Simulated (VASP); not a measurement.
# Si (Fd-3m) in VASP: settings compared, part 2 of 2

VASP 6.6.1.

### Step 4. Single point, r2SCAN

Contents of POSCAR:

```
Si
1.0
    0.0000000000      2.7218510000      2.7218510000
    2.7218510000      0.0000000000      2.7218510000
    2.7218510000      2.7218510000      0.0000000000
Si
2
Direct
    0.2500000000      0.2500000000      0.2500000000
    0.0000000000      0.0000000000      0.0000000000
```

Contents of INCAR.step1:

```
SYSTEM = Si
ALGO = Normal
EDIFF = 1E-5
ENCUT = 550
GGA = PE
GGA_COMPAT = .False.
ISMEAR = 0
LASPH = .True.
LCHARG = .False.
LREAL = .False.
LWAVE = .True.
NBANDS = 11
NELM = 120
PREC = Accurate
SIGMA = 0.01
```

Contents of INCAR.step2:

```
SYSTEM = Si
ALGO = Normal
EDIFF = 1E-6
ENCUT = 550
GGA_COMPAT = .False.
ISIF = 2
ISMEAR = 0
ISTART = 1
LASPH = .True.
LCHARG = .True.
LELF = .True.
LMIXTAU = .True.
LREAL = .False.
LVHAR = .True.
LWAVE = .False.
METAGGA = R2SCAN
NBANDS = 11
NELM = 120
PREC = Accurate
SIGMA = 0.01
```

Contents of KPOINTS:

```
k-points
0
Gamma
  7 7 7
  0 0 0
```

Potentials or basis: VASP PAW PBE potentials, release 64 (Si).

On the command line:

```sh
> cat potpaw_PBE.64/Si/POTCAR > POTCAR
> cp INCAR.step1 INCAR
> mpirun -np 1 vasp_std > vasp.out
> cp INCAR.step2 INCAR
> mpirun -np 1 vasp_std > vasp.out
```

OUTCAR:

```text
SYSTEM = Si
   EDIFF = 1E-6
   ENCUT = 550
   ISIF = 2
   ISMEAR = 0
   ISTART = 1
   LASPH = .True.
   LREAL = .False.
   METAGGA = R2SCAN
   NELM = 120
   PREC = Accurate

 ion  position               nearest neighbor table
   1  0.250  0.250  0.250-   2 2.36   2 2.36   2 2.36   2 2.36
   2  0.000  0.000  0.000-   1 2.36   1 2.36   1 2.36   1 2.36

  LATTYP: Found a face centered cubic cell.
 ALAT       =     5.4437020000

  Lattice vectors:

 A1 = (   0.0000000000,   2.7218510000,   2.7218510000)
 A2 = (   2.7218510000,   0.0000000000,   2.7218510000)
 A3 = (   2.7218510000,   2.7218510000,   0.0000000000)

Analysis of symmetry for initial positions (statically):
=====================================================================
 Subroutine PRICEL returns:
 Original cell was already a primitive cell.

 Routine SETGRP: Setting up the symmetry group for a
 face centered cubic supercell.

 Subroutine GETGRP returns: Found 48 space group operations
 (whereof 24 operations were pure point group operations)
 out of a pool of 48 trial point group operations.

The static configuration has the point symmetry T_d .
 The point group associated with its full space group is O_h .

Analysis of symmetry for dynamics (positions and initial velocities):
=====================================================================
 Subroutine PRICEL returns:
 Original cell was already a primitive cell.

 Routine SETGRP: Setting up the symmetry group for a
 face centered cubic supercell.

 Subroutine GETGRP returns: Found 48 space group operations
 (whereof 24 operations were pure point group operations)
 out of a pool of 48 trial point group operations.

The dynamic configuration has the point symmetry T_d .
 The point group associated with its full space group is O_h .

 Subroutine INISYM returns: Found 48 space group operations
 (whereof 24 operations are pure point group operations),
 and found     1 'primitive' translations

----------------------------------------------------------------------------------------

                                     Primitive cell

  volume of cell :      40.3295

  direct lattice vectors                    reciprocal lattice vectors
     0.000000000  2.721851000  2.721851000    -0.183698520  0.183698520  0.183698520
     2.721851000  0.000000000  2.721851000     0.183698520 -0.183698520  0.183698520
     2.721851000  2.721851000  0.000000000     0.183698520  0.183698520 -0.183698520

  length of vectors
     3.849278599  3.849278599  3.849278599     0.318175170  0.318175170  0.318175170

  position of ions in fractional coordinates (direct lattice)
     0.250000000  0.250000000  0.250000000
     0.000000000  0.000000000  0.000000000

  ion indices of the primitive-cell ions
   primitive index   ion index
                 1           1
                 2           2

----------------------------------------------------------------------------------------

 KPOINTS: k-points

Automatic generation of k-mesh.
 Grid dimensions read from file:
 generate k-points for:    7    7    7

 Generating k-lattice:

  Cartesian coordinates                     Fractional coordinates (reciprocal lattice)
    -0.026242646  0.026242646  0.026242646     0.142857143  0.000000000  0.000000000
     0.026242646 -0.026242646  0.026242646     0.000000000  0.142857143  0.000000000
     0.026242646  0.026242646 -0.026242646     0.000000000  0.000000000  0.142857143

  Length of vectors
     0.045453596  0.045453596  0.045453596

  Shift w.r.t. Gamma in fractional coordinates (k-lattice)
     0.000000000  0.000000000  0.000000000

 Subroutine IBZKPT returns following result:
 ===========================================

 Found     20 irreducible k-points:

 Following reciprocal coordinates:
            Coordinates               Weight
  0.000000  0.000000  0.000000      1.000000
  0.142857  0.000000  0.000000      8.000000
  0.285714  0.000000  0.000000      8.000000
  0.428571  0.000000  0.000000      8.000000
  0.142857  0.142857  0.000000      6.000000
  0.285714  0.142857  0.000000     24.000000
[... 12 lines left out ...]
 -0.428571  0.428571  0.142857     24.000000
 -0.285714  0.428571  0.142857     24.000000
   k-points           NKPTS =     20   k-points in BZ     NKDIM =     20   number of bands    NBANDS=     11
   number of dos      NEDOS =    301   number of ions     NIONS =      2
   total plane-waves  NPLWV =  27000
   dimension x,y,z NGX =    30 NGY =   30 NGZ =   30
   dimension x,y,z NGXF=    60 NGYF=   60 NGZF=   60
   ions per type =               2
   NGX,Y,Z   is equivalent  to a cutoff of  12.96, 12.96, 12.96 a.u.
   NGXF,Y,Z  is equivalent  to a cutoff of  25.91, 25.91, 25.91 a.u.
 SYSTEM =  Si
   PREC   = accura    normal or accurate (medium, high low for compatibility)
   ISTART =      1    job   : 0-new  1-cont  2-samecut
   ICHARG =      0    charge: 1-file 2-atom 10-const
   ISPIN  =      1    spin polarized calculation?
   LNONCOLLINEAR =      F non collinear calculations
   LSORBIT =      F    spin-orbit coupling
   LASPH  =      T    aspherical Exc in radial PAW
   ENCUT  =  550.0 eV  40.42 Ry    6.36 a.u.   7.36  7.36  7.36*2*pi/ulx,y,z
   NELM   =    120;   NELMIN=  2; NELMDL=  0     # of ELM steps
   EDIFF  = 0.1E-05   stopping-criterion for ELM
   LREAL  =      F    real-space projection
[... 7 lines left out ...]
   TEBEG  =    0.0;   TEEND  =   0.0 temperature during run
   PSTRESS=    0.0 pullay stress
   NELECT =       8.0000    total number of electrons
   NUPDOWN=      -1.0000    fix difference up-down
   EMIN   =  10.00;   EMAX   =-10.00  energy-range for DOS
   EFERMI =   0.00;   METHOD = LEGACY
   ISMEAR =     0;   SIGMA  =   0.01  broadening in eV -4-tet -1-fermi 0-gaus
   EFERMI_NEDOS =   21; number of points for ismear=-14 and -15
   IALGO  =     38    algorithm
   IMIX   =      4    mixing-type and parameters
     AMIX     =   0.40;   BMIX     =  1.00
     AMIX_MAG =   1.60;   BMIX_MAG =  1.00
  volume/ion in A,a.u.               =      20.16       136.08
  Fermi-wavevector in a.u.,A,eV,Ry     =   0.954766  1.804247 12.402785  0.911579
  Thomas-Fermi vector in A             =   2.083543
   LORBIT       =      0    0 simple, 1 ext, 2 COOP (PROOUT), +10 PAW based schemes
   METAGGA = R2SCAN    functional components
   LHFCALC =     F    Hartree Fock is set to
   AEXX    =    0.0000 exact exchange contribution
   IVDW    =     0    specifies the selected vdW correction
   LEPSILON=     F    determine dielectric tensor
   LRPA    =     F    only Hartree local field effects (RPA)
 non-spin polarized calculation
 Gauss-broadening in eV      SIGMA  =   0.01
  energy-cutoff  :      550.00
  volume of cell :       40.33
 maximum number of plane-waves:      1243
 NGX is ok and might be reduce to    30
   NGX = 15   NGY = 15   NGZ = 15

 number of electron       8.0000001 magnetization

 Free energy of the ion-electron system (eV)
  ---------------------------------------------------
  ext. energy  EPLUGINS =         0.00000000
  ---------------------------------------------------
  free energy    TOTEN  =       -17.54204166 eV

  energy without entropy =      -17.54204166  energy(sigma->0) =      -17.54204166

 E-fermi :   5.7130     XC(G=0):  -9.8248

 val. band max:        5.6676858180   @ k =   0.0000   0.0000   0.0000
 cond. band min:       6.4534899242   @ k =   0.4286   0.4286   0.0000
 fundamental gap:      0.7858041062
 Fermi energy:         5.7130490450

 k-point     1 :       0.0000    0.0000    0.0000
  band No.  band energies     occupation
      1      -6.8076      2.00000
      2       5.6677      2.00000
      3       5.6677      2.00000
      4       5.6677      2.00000
      5       8.4222      0.00000
      6       8.4222      0.00000
      7       8.4222      0.00000
      8       9.5690      0.00000
      9      13.7894      0.00000
     10      13.7894      0.00000
     11      14.3355      0.00000
[... 253 lines left out ...]
 k-point    20 :      -0.2857    0.4286    0.1429
  band No.  band energies     occupation
      1      -2.8942      2.00000
      2      -1.7641      2.00000
      3       1.2722      2.00000
      4       2.4481      2.00000
      5       8.6857      0.00000
      6      10.8640      0.00000
      7      11.7461      0.00000
      8      11.8873      0.00000
      9      15.3313      0.00000
     10      16.5652      0.00000
     11      19.6859      0.00000

------------------------ aborting loop because EDIFF is reached ----------------------------------------

  FORCE on cell =-STRESS in cart. coord.  units (eV):
  Direction    XX          YY          ZZ          XY          YZ          ZX
  --------------------------------------------------------------------------------------
  -------------------------------------------------------------------------------------
  Total       -0.0471336     -0.0471336     -0.0471336      0.0000000      0.0000000     -0.0000000
  in kB       -1.8724832     -1.8724832     -1.8724832      0.0000000      0.0000000     -0.0000000
  external PRESSURE =      -1.8724832 kB  Pullay stress =       0.0000000 kB

 VOLUME and BASIS-vectors are now :
 -----------------------------------------------------------------------------
  energy-cutoff  :      550.00
  volume of cell :       40.33
      direct lattice vectors                 reciprocal lattice vectors
     0.000000000  2.721851000  2.721851000    -0.183698520  0.183698520  0.183698520
     2.721851000  0.000000000  2.721851000     0.183698520 -0.183698520  0.183698520
     2.721851000  2.721851000  0.000000000     0.183698520  0.183698520 -0.183698520

 POSITION                                       TOTAL-FORCE (eV/Angst)
 -----------------------------------------------------------------------------------
      1.36093      1.36093      1.36093         0.000000     -0.000000      0.000000
      0.00000      0.00000      0.00000        -0.000000      0.000000     -0.000000
 -----------------------------------------------------------------------------------
    total drift:                               -0.000000     -0.000000     -0.000000

  FREE ENERGIE OF THE ION-ELECTRON SYSTEM (eV)
  ---------------------------------------------------
  free  energy   TOTEN  =       -17.5420416587 eV

  energy  without entropy=      -17.5420416587  energy(sigma->0) =      -17.54204166
```

Run time: 30 s. Hardware: 1 thread of AMD EPYC 9R45 (Zen 5), shared host; peak memory 0.13 GiB.

What came out:

| Item | Value |
| --- | --- |
| Free energy | -17.5420 eV |
| Pressure | -0.2 GPa |
| Band gap on the k mesh | 0.79 eV, indirect (least direct gap 2.75 eV) |

Levels at points of the mesh, in eV from the valence-band top:
| k point | band 1 | band 2 | band 3 | band 4 | band 5 | band 6 | band 7 | band 8 |
| --- | --- | --- | --- | --- | --- | --- | --- | --- |
| (0.00, 0.00, 0.00) | -12.48 | 0.00 | 0.00 | 0.00 | 2.75 | 2.75 | 2.75 | 3.90 |

Caveat: the PAW data sets were made with another functional, which shifts forces and pressure a little.

### Step 5. Single point, PBE, non-collinear spin, zero start, spin-orbit coupling

Contents of INCAR:

```
PREC = Accurate
ENCUT = 500
EDIFF = 1E-6
ISMEAR = 0
SIGMA = 0.01
LREAL = False
LASPH = True
NELM = 200
ALGO = Normal
ISIF = 2
LWAVE = False
LCHARG = False
MAGMOM = 0 0 0 0 0 0
LORBIT = 11
LSORBIT = True
GGA_COMPAT = False
LORBMOM = True
GGA = PE
NBANDS = 20
```

Contents of KPOINTS:

```
regular mesh
0
Gamma
  7 7 7
```

POSCAR is that of step 4.

Potentials or basis: VASP PAW PBE potentials, release 64 (Si).

On the command line:

```sh
> cat potpaw_PBE.64/Si/POTCAR > POTCAR
> mpirun -np 1 vasp_ncl > vasp.out
```

OUTCAR:

```text
PREC = Accurate
   ENCUT = 500
   EDIFF = 1E-6
   ISMEAR = 0
   LREAL = False
   LASPH = True
   NELM = 200
   ISIF = 2
   LORBIT = 11
   LSORBIT = True
   GGA = PE

 ion  position               nearest neighbor table
   1  0.250  0.250  0.250-   2 2.36   2 2.36   2 2.36   2 2.36
   2  0.000  0.000  0.000-   1 2.36   1 2.36   1 2.36   1 2.36

  LATTYP: Found a face centered cubic cell.
 ALAT       =     5.4437020000

  Lattice vectors:

 A1 = (   0.0000000000,   2.7218510000,   2.7218510000)
 A2 = (   2.7218510000,   0.0000000000,   2.7218510000)
 A3 = (   2.7218510000,   2.7218510000,   0.0000000000)

Analysis of symmetry for initial positions (statically):
=====================================================================
 Subroutine PRICEL returns:
 Original cell was already a primitive cell.

 Routine SETGRP: Setting up the symmetry group for a
 face centered cubic supercell.

 Subroutine GETGRP returns: Found 48 space group operations
 (whereof 24 operations were pure point group operations)
 out of a pool of 48 trial point group operations.
[... 719 lines left out ...]
     0.0000000     0.0000000     0.0000000     0.0000000     0.0000000     0.0000000     0.0000000
     0.0000000     0.0000000     0.0000000     0.0000000     0.0000000     0.0000000     0.0000000
     0.0000000     0.0000000     0.0000000     0.0000000     0.0000000     0.0000000     0.0000000
     0.0000000     0.0000000     0.0000000     0.0000000     0.0000000     0.0000000     0.0000000
     0.0000000     0.0000000     0.0000000     0.0000000     0.0000000     0.0000000     0.0000000
     0.0000000     0.0000000     0.0000000     0.0000000     0.0000000     0.0000000     0.0000000

 Ion:    2  E_soc:     -0.0003242
 l=   1
     0.0000000    -0.0000540    -0.0000540
    -0.0000540     0.0000000    -0.0000540
    -0.0000540    -0.0000540     0.0000000
 l=   2
     0.0000000     0.0000000     0.0000000     0.0000000     0.0000000
     0.0000000     0.0000000     0.0000000     0.0000000     0.0000000
     0.0000000     0.0000000     0.0000000     0.0000000     0.0000000
     0.0000000     0.0000000     0.0000000     0.0000000     0.0000000
     0.0000000     0.0000000     0.0000000     0.0000000     0.0000000
 l=   3
     0.0000000     0.0000000     0.0000000     0.0000000     0.0000000     0.0000000     0.0000000
     0.0000000     0.0000000     0.0000000     0.0000000     0.0000000     0.0000000     0.0000000
     0.0000000     0.0000000     0.0000000     0.0000000     0.0000000     0.0000000     0.0000000
     0.0000000     0.0000000     0.0000000     0.0000000     0.0000000     0.0000000     0.0000000
     0.0000000     0.0000000     0.0000000     0.0000000     0.0000000     0.0000000     0.0000000
     0.0000000     0.0000000     0.0000000     0.0000000     0.0000000     0.0000000     0.0000000
     0.0000000     0.0000000     0.0000000     0.0000000     0.0000000     0.0000000     0.0000000

 total charge

# of ion       s       p       d       tot
------------------------------------------
    1        0.750   0.939   0.000   1.689
    2        0.750   0.939   0.000   1.689
--------------------------------------------------
tot          1.499   1.878   0.000   3.377

 magnetization (x)

# of ion       s       p       d       tot
------------------------------------------
    1       -0.000  -0.000   0.000  -0.000
    2        0.000  -0.000   0.000   0.000
--------------------------------------------------
tot         -0.000  -0.000   0.000  -0.000

 magnetization (y)

# of ion       s       p       d       tot
------------------------------------------
    1        0.000  -0.000   0.000  -0.000
    2        0.000  -0.000   0.000  -0.000
--------------------------------------------------
tot          0.000  -0.000   0.000  -0.000

 magnetization (z)

# of ion       s       p       d       tot
------------------------------------------
    1        0.000  -0.000   0.000  -0.000
    2       -0.000  -0.000   0.000  -0.000
--------------------------------------------------
tot         -0.000  -0.000   0.000  -0.000
```

OSZICAR:

```text
N       E                     dE             d eps       ncg     rms          rms(c)
DAV:   1     0.106424487220E+02    0.10642E+02   -0.27509E+03   800   0.615E+02
DAV:   2    -0.100947441029E+02   -0.20737E+02   -0.18968E+02  1036   0.107E+02
DAV:   3    -0.110067943415E+02   -0.91205E+00   -0.89885E+00  1040   0.179E+01
DAV:   4    -0.110162104161E+02   -0.94161E-02   -0.94103E-02   992   0.233E+00
DAV:   5    -0.110163337715E+02   -0.12336E-03   -0.12335E-03   996   0.258E-01    0.484E+00
DAV:   6    -0.108934193105E+02    0.12291E+00   -0.43487E-02   916   0.119E+00    0.295E+00
DAV:   7    -0.108369246740E+02    0.56495E-01   -0.91985E-02   896   0.182E+00    0.193E-01
DAV:   8    -0.108382376936E+02   -0.13130E-02   -0.72421E-03   928   0.490E-01    0.152E-01
DAV:   9    -0.108385541795E+02   -0.31649E-03   -0.26394E-04   968   0.107E-01    0.725E-02
DAV:  10    -0.108386527416E+02   -0.98562E-04   -0.71959E-05   880   0.547E-02    0.254E-02
DAV:  11    -0.108386659875E+02   -0.13246E-04   -0.21349E-05   936   0.274E-02    0.577E-03
DAV:  12    -0.108386662100E+02   -0.22247E-06   -0.88959E-07   924   0.692E-03
   1 F= -.10838666E+02 E0= -.10838666E+02  d E =-.102843E-45  mag=     0.0000    -0.0000     0.0000
```

It took 18 s on 1 thread of AMD EPYC 9R45 (Zen 5), shared host; peak memory 0.2 GiB.

Results:

```
Free energy                                           : -10.8387 eV
Pressure                                              : 1.3 GPa
Net moment                                            : 0.00 μB per cell
Valence electrons inside the program's atomic spheres : Si 1.69
```

Moments on the atoms (μB; x, y, z):
```
Si  0.00 0.00 0.00
Si  0.00 0.00 0.00
```

### Step 6. Overview

```tsv
level	potentials or basis	spin	cutoff (eV)	gap on the mesh (eV)	pressure (GPa)
LDA	VASP PAW LDA potentials, release 64 (Si)	off	500	0.48	-2.1
r2SCAN	VASP PAW PBE potentials, release 64 (Si)	off	550	0.79	-0.2
PBE	VASP PAW PBE potentials, release 64 (Si)	non-collinear, zero start, SOC	500	-	1.3
```

Alike in all rows: task single point; cell as given; k mesh 7 × 7 × 7; smearing gaussian 0.01 eV.

Caveats: the PAW data sets were made with another functional, which shifts forces and pressure a little (some runs).

Total energies depend on the potentials used, so only differences within one code and one set of settings carry meaning.
